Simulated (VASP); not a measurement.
# WC (P-6m2) in VASP: a series of runs

The runs below take WC through single point, relaxation of cell and atoms, with PBE.

Everything below comes from runs of VASP 6.6.1. Logs are shortened: lines on timing, memory, paths and dates and some standing lists are left out, and cuts for length are marked.

### Step 1. The cell of the first run

Symmetry: P-6m2, No. 187, hexagonal system. The conventional cell has a = 2.922 Å, b = 2.922 Å, c = 2.847 Å, α = 90.00°, β = 90.00°, γ = 120.00°. W (site symmetry -6m2) has 6 C at 2.21 Å and 2 W at 2.85 Å within 2.9 Å. Within 2.9 Å of C (site symmetry -6m2) lie 6 W at 2.21 Å and 2 C at 2.85 Å.

### Step 2. Single point, PBE

Input file INCAR:

```
ALGO     = Normal         # electronic algorithm
EDIFF    = 1E-7           # SCF threshold, eV
ENCUT    = 520            # plane-wave cutoff, eV
GGA      = PE             # functional
ISIF     = 2              # what is computed and relaxed
ISMEAR   = 0              # smearing method
LASPH    = True           # aspherical terms in the spheres
LCHARG   = False          # write CHGCAR
LREAL    = False          # projectors in reciprocal space
LWAVE    = False          # write WAVECAR
NBANDS   = 16             # bands
NELM     = 100            # most SCF steps
PREC     = Accurate       # precision mode
SIGMA    = 0.1            # smearing width, eV
```

Input file KPOINTS:

```
k-points
0
Gamma
  18 18 14
```

Input file POSCAR:

```
WC
1.0
    2.9217348317      0.0000000000      0.0000000000
   -1.4608674158      2.5302965874      0.0000000000
    0.0000000000      0.0000000000      2.8471252394
W C
1 1
Direct
    0.0000000000      0.0000000000      0.0000000000
    0.6666666667      0.3333333333      0.5000000000
```

Potentials or basis: VASP PAW PBE potentials, release 64 (W_sv, C).

The run is started by

```
$ cat potpaw_PBE.64/W_sv/POTCAR potpaw_PBE.64/C/POTCAR > POTCAR
$ mpirun -np 1 vasp_std > vasp.out
```

OUTCAR:

```text
EDIFF = 1E-7
   ENCUT = 520
   GGA = PE
   ISIF = 2
   ISMEAR = 0
   LASPH = True
   LREAL = False
   NELM = 100
   PREC = Accurate

 ion  position               nearest neighbor table
   1  0.000  0.000  0.000-   2 2.21   2 2.21   2 2.21   2 2.21   2 2.21   2 2.21
   2  0.667  0.333  0.500-   1 2.21   1 2.21   1 2.21   1 2.21   1 2.21   1 2.21

  LATTYP: Found a hexagonal cell.
 ALAT       =     2.9217348317
 C/A-ratio  =     0.9744639413

  Lattice vectors:

 A1 = (   2.9217348317,   0.0000000000,   0.0000000000)
 A2 = (  -1.4608674158,   2.5302965874,   0.0000000000)
 A3 = (   0.0000000000,   0.0000000000,   2.8471252394)

Analysis of symmetry for initial positions (statically):
=====================================================================
 Subroutine PRICEL returns:
 Original cell was already a primitive cell.

 Routine SETGRP: Setting up the symmetry group for a
 hexagonal supercell.

 Subroutine GETGRP returns: Found 12 space group operations
 (whereof 12 operations were pure point group operations)
 out of a pool of 24 trial point group operations.

The static configuration has the point symmetry D_3h.

Analysis of symmetry for dynamics (positions and initial velocities):
=====================================================================
 Subroutine PRICEL returns:
 Original cell was already a primitive cell.

 Routine SETGRP: Setting up the symmetry group for a
 hexagonal supercell.

 Subroutine GETGRP returns: Found 12 space group operations
 (whereof 12 operations were pure point group operations)
 out of a pool of 24 trial point group operations.

The dynamic configuration has the point symmetry D_3h.

 Subroutine INISYM returns: Found 12 space group operations
 (whereof 12 operations are pure point group operations),
 and found     1 'primitive' translations

----------------------------------------------------------------------------------------

                                     Primitive cell

  volume of cell :      21.0484

  direct lattice vectors                    reciprocal lattice vectors
     2.921734832  0.000000000  0.000000000     0.342262408  0.197605294  0.000000000
[... 75 lines left out ...]
   NGXF,Y,Z  is equivalent  to a cutoff of  27.31, 27.31, 28.03 a.u.
 SYSTEM =  unknown system
   PREC   = accura    normal or accurate (medium, high low for compatibility)
   ISTART =      0    job   : 0-new  1-cont  2-samecut
   ICHARG =      2    charge: 1-file 2-atom 10-const
   ISPIN  =      1    spin polarized calculation?
   LNONCOLLINEAR =      F non collinear calculations
   LSORBIT =      F    spin-orbit coupling
   LASPH  =      T    aspherical Exc in radial PAW
   ENCUT  =  520.0 eV  38.22 Ry    6.18 a.u.   5.43  5.43  5.29*2*pi/ulx,y,z
   NELM   =    100;   NELMIN=  2; NELMDL= -5     # of ELM steps
   EDIFF  = 0.1E-06   stopping-criterion for ELM
   LREAL  =      F    real-space projection
   EDIFFG = 0.1E-05   stopping-criterion for IOM
   NSW    =      0    number of steps for IOM
   IBRION =     -1    ionic relax: 0-MD 1-quasi-New 2-CG
   NFREE  =      0    steps in history (QN), initial steepest desc. (CG)
   ISIF   =      2    stress and relaxation
   ISYM   =      2    0-nonsym 1-usesym 2-fastsym
   POTIM  = 0.5000    time-step for ionic-motion
   TEBEG  =    0.0;   TEEND  =   0.0 temperature during run
   PSTRESS=    0.0 pullay stress
   NELECT =      18.0000    total number of electrons
   NUPDOWN=      -1.0000    fix difference up-down
   EMIN   =  10.00;   EMAX   =-10.00  energy-range for DOS
   EFERMI =   0.00;   METHOD = LEGACY
   ISMEAR =     0;   SIGMA  =   0.10  broadening in eV -4-tet -1-fermi 0-gaus
   EFERMI_NEDOS =   21; number of points for ismear=-14 and -15
   IALGO  =     38    algorithm
   IMIX   =      4    mixing-type and parameters
     AMIX     =   0.40;   BMIX     =  1.00
     AMIX_MAG =   1.60;   BMIX_MAG =  1.00
  volume/ion in A,a.u.               =      10.52        71.02
  Fermi-wavevector in a.u.,A,eV,Ry     =   1.553911  2.936465 32.853152  2.414639
  Thomas-Fermi vector in A             =   2.658073
   LORBIT       =      0    0 simple, 1 ext, 2 COOP (PROOUT), +10 PAW based schemes
   GGA     = PE    functional components
   LHFCALC =     F    Hartree Fock is set to
   AEXX    =    0.0000 exact exchange contribution
   IVDW    =     0    specifies the selected vdW correction
   LEPSILON=     F    determine dielectric tensor
   LRPA    =     F    only Hartree local field effects (RPA)
 non-spin polarized calculation
 Gauss-broadening in eV      SIGMA  =   0.10
  energy-cutoff  :      520.00
  volume of cell :       21.05
 maximum number of plane-waves:       587
 NGX is ok and might be reduce to    24

 number of electron      18.0000000 magnetization

 Free energy of the ion-electron system (eV)
  ---------------------------------------------------
  ext. energy  EPLUGINS =         0.00000000
  ---------------------------------------------------
  free energy    TOTEN  =       -22.44990429 eV

  energy without entropy =      -22.44851187  energy(sigma->0) =      -22.44920808

 E-fermi :  10.8652     XC(G=0): -13.7208

 val. band max:       10.8564368160   @ k =   0.4444  -0.0000   0.5000
 cond. band min:      10.8756254730   @ k =   0.4444   0.0556   0.4286
 fundamental gap:      0.0191886569
 Fermi energy:        10.8652185008

 k-point     1 :       0.0000    0.0000    0.0000
  band No.  band energies     occupation
      1     -63.1568      2.00000
      2     -27.1333      2.00000
      3     -27.0428      2.00000
      4     -27.0428      2.00000
      5      -3.4645      2.00000
      6       6.6469      2.00000
[... 433 lines left out ...]
      3     -27.2751      2.00000
      4     -27.0287      2.00000
      5      -0.1447      2.00000
      6       4.0754      2.00000
[... 8 lines left out ...]
     15      24.4787      0.00000
     16      28.2079      0.00000

 [... further k-points ...]
[... 5 lines left out ...]
  --------------------------------------------------------------------------------------
  -------------------------------------------------------------------------------------
  Total        0.1276771      0.1276771      0.1644912      0.0000000      0.0000000      0.0000000
  in kB        9.7186229      9.7186229     12.5208688      0.0000000      0.0000000      0.0000000
  external PRESSURE =      10.6527048 kB  Pullay stress =       0.0000000 kB

 VOLUME and BASIS-vectors are now :
 -----------------------------------------------------------------------------
  energy-cutoff  :      520.00
  volume of cell :       21.05
      direct lattice vectors                 reciprocal lattice vectors
     2.921734832  0.000000000  0.000000000     0.342262408  0.197605294  0.000000000
    -1.460867416  2.530296587  0.000000000     0.000000000  0.395210587  0.000000000
     0.000000000  0.000000000  2.847125239     0.000000000  0.000000000  0.351231476

 POSITION                                       TOTAL-FORCE (eV/Angst)
 -----------------------------------------------------------------------------------
      0.00000      0.00000      0.00000        -0.000000      0.000000      0.000000
      1.46087      0.84343      1.42356         0.000000      0.000000      0.000000
 -----------------------------------------------------------------------------------
    total drift:                                0.000000     -0.000000      0.000000

  FREE ENERGIE OF THE ION-ELECTRON SYSTEM (eV)
  ---------------------------------------------------
  free  energy   TOTEN  =       -22.4499042901 eV

  energy  without entropy=      -22.4485118688  energy(sigma->0) =      -22.44920808
```

It took 35 s on 1 thread of Intel Xeon Platinum 8488C (Sapphire Rapids), shared host; peak memory 0.22 GiB.

Results:

```yaml
Free_energy: -22.4499 eV
Pressure: 1.1 GPa
Band_gap_on_the_k_mesh: zero (band 9 reaches 11.51 eV, above the bottom of band 10 at 10.31 eV)
```

Levels at points of the mesh, in eV from the Fermi level:
```csv
k point,band 5,band 6,band 7,band 8,band 9,band 10,band 11,band 12,band 13,band 14
"(0.00, 0.00, 0.00)",-14.33,-4.22,-3.27,-3.27,0.11,3.18,3.18,5.56,5.56,6.29
"(0.50, 0.00, 0.00)",-11.03,-6.96,-3.53,-3.49,-0.46,2.32,4.45,4.79,6.79,9.58
"(0.00, 0.00, 0.50)",-10.38,-8.55,-1.98,-1.98,-0.56,-0.56,3.65,4.49,4.49,9.89
"(0.50, 0.00, 0.50)",-11.19,-6.36,-4.24,-4.14,0.27,4.34,5.22,6.52,9.05,9.96
```

Caveat: spin-orbit coupling is left out, which moves the levels of the heavy elements.

### Step 3. Relaxation of cell and atoms, PBE

This run uses another cell than the first one, of 10.46 Å³/atom, 0.994 times its volume.

Input file INCAR:

```
ALGO = Normal ; EDIFF = 1E-6
EDIFFG = -0.005 ; ENCUT = 600
GGA = PE ; IBRION = 2
ISIF = 3 ; ISMEAR = 0
LASPH = T ; LCHARG = F
LREAL = F ; LWAVE = F
NELM = 100 ; NSW = 100
PREC = Accurate ; SIGMA = 0.1
```

KPOINTS is that of step 2.

Input file POSCAR:

```
WC
1.0
    2.9165944337      0.0000000000      0.0000000000
   -1.4582972168      2.5258448721      0.0000000000
    0.0000000000      0.0000000000      2.8394357900
W C
1 1
Direct
    0.0000000000      0.0000000000      0.0000000000
    0.6666666700      0.3333333300      0.5000000000
```

Potentials or basis: VASP PAW PBE potentials, release 64 (W_sv, C).

The run is started by

```
$ cat potpaw_PBE.64/W_sv/POTCAR potpaw_PBE.64/C/POTCAR > POTCAR
$ mpirun -np 1 vasp_std > vasp.out
```

It took 66 s on 1 thread of Intel Xeon Platinum 8488C (Sapphire Rapids), shared host; peak memory 0.24 GiB.

The run converged. Its results:

```yaml
Free_energy: -22.4509 eV
Relaxed_volume: 10.55 Å³/atom
Relaxed_cell: a = 2.924 Å, b = 2.924 Å, c = 2.850 Å, α = 90.00°, β = 90.00°, γ = 120.00°
Space_group_after_relaxing_to_0.05_Å: P-6m2 (No. 187)
Energy_gained_by_relaxing: 1.0 meV/atom
Ionic_steps: 3
Pressure_after_relaxing: 0.0 GPa
Band_gap_on_the_k_mesh: zero (band 9 reaches 11.47 eV, above the bottom of band 10 at 10.28 eV)
```

The path:
```tsv
step	energy change (eV)	largest force (eV/Å)	pressure (GPa)	volume (Å³)
1	0.0000	0.0000	3.49	20.92
2	0.0131	0.0000	-8.91	21.61
3	-0.0020	0.0000	0.00	21.10
```

Final structure:
```
CELL_PARAMETERS angstrom
2.92406 0.00000 0.00000
-1.46203 2.53231 0.00000
0.00000 0.00000 2.84994
ATOMIC_POSITIONS crystal
W 0.00000 0.00000 0.00000
C 0.66667 0.33333 0.50000
```

Levels at points of the mesh, in eV from the Fermi level:
```csv
k point,band 7,band 8,band 9,band 10,band 11,band 12
"(0.00, 0.00, 0.00)",-3.26,-3.26,0.11,3.17,3.17,5.55
"(0.50, 0.00, 0.00)",-3.52,-3.48,-0.46,2.31,4.43,4.77
"(0.00, 0.00, 0.50)",-1.97,-1.97,-0.55,-0.55,3.63,4.49
"(0.50, 0.00, 0.50)",-4.23,-4.14,0.27,4.33,5.20,6.50
```

Caveat: spin-orbit coupling is left out, which moves the levels of the heavy elements.

### Step 4. Single point, PBE

This run uses another cell than the first one: it holds 16 atoms, not 2.

Input file INCAR:

```
SYSTEM = WC
PREC = Accurate ; ENCUT = 600
EDIFF = 1E-6 ; ISMEAR = 0
SIGMA = 0.1 ; LREAL = .False.
LASPH = .True. ; NELM = 120
ALGO = Normal ; ISIF = 2
LWAVE = .False. ; LCHARG = .False.
GGA = PE ; NBANDS = 86
GGA_COMPAT = .False.
```

Input file KPOINTS:

```
regular mesh
0
Gamma
  1 1 1
  0 0 0
```

Input file POSCAR:

```
WC
1.0
    0.0000000000      0.0000000000      5.6942504921
    2.9217348262     -5.0605931653      0.0000000000
    2.9217348263      5.0605931652      0.0000000000
W C
8 8
Direct
    0.0000000000      0.0000000000      0.0000000000
    0.5000000000      0.0000000000      0.0000000000
    0.0000000000      0.5000000000      0.0000000000
    0.5000000000      0.5000000000      0.0000000000
    0.0000000000      0.0000000000      0.5000000000
    0.5000000000      0.0000000000      0.5000000000
    0.0000000000      0.5000000000      0.5000000000
    0.5000000000      0.5000000000      0.5000000000
    0.2500000000      0.6666666667      0.3333333333
    0.7500000000      0.6666666667      0.3333333333
    0.2500000000      0.1666666667      0.3333333333
    0.7500000000      0.1666666667      0.3333333333
    0.2500000000      0.6666666667      0.8333333333
    0.7500000000      0.6666666667      0.8333333333
    0.2500000000      0.1666666667      0.8333333333
    0.7500000000      0.1666666667      0.8333333333
```

The run is started by

```
$ cat potpaw_PBE.64/W_sv/POTCAR potpaw_PBE.64/C/POTCAR > POTCAR
$ mpirun -np 1 vasp_gam > vasp.out
```

Run time: 62 s. Hardware: 1 thread of Intel Xeon 8259CL, shared host; peak memory 0.31 GiB.

Results (log left out):

```yaml
Free_energy: -172.5473 eV
Pressure: 5.4 GPa
Band_gap_on_the_k_mesh: 0.08 eV
```

Stress tensor (GPa, compression positive):
```
 14.21   0.00   0.00
  0.00  14.21   0.00
  0.00   0.00 -12.14
```

Levels at points of the mesh, in eV from the valence-band top:
| k point | band 69 | band 70 | band 71 | band 72 | band 73 | band 74 | band 75 | band 76 |
| --- | --- | --- | --- | --- | --- | --- | --- | --- |
| (0.00, 0.00, 0.00) | -0.51 | 0.00 | 0.00 | 0.00 | 0.08 | 1.85 | 1.85 | 1.85 |

Caveat: the k points lie up to 1.24 Å⁻¹ apart; spin-orbit coupling is left out, which moves the levels of the heavy elements. A k mesh can miss the band edges.

### Step 5. The runs side by side

```tsv
task	cell	k mesh	cutoff (eV)	gap on the mesh (eV)	pressure (GPa)
single point	a = 2.922, b = 2.922, c = 2.847 Å, angles 90.0, 90.0, 120.0°, 2 atoms	18 × 18 × 14	520	none	1.1
relaxation of cell and atoms	relaxed from a = 2.917, b = 2.917, c = 2.839 Å, angles 90.0, 90.0, 120.0°, 2 atoms	18 × 18 × 14	600	none	0.0
single point	a = 5.694, b = 5.843, c = 5.843 Å, angles 120.0, 90.0, 90.0°, 16 atoms	1 × 1 × 1	600	0.08	5.4
```

Alike in all rows: level PBE; potentials or basis VASP PAW PBE potentials, release 64 (W_sv, C); no spin polarisation; smearing gaussian 0.1 eV.

Caveats: some runs use coarse meshes; spin-orbit coupling is left out, which moves the levels of the heavy elements.

Total energies depend on the potentials used, so only differences within one code and one set of settings carry meaning.
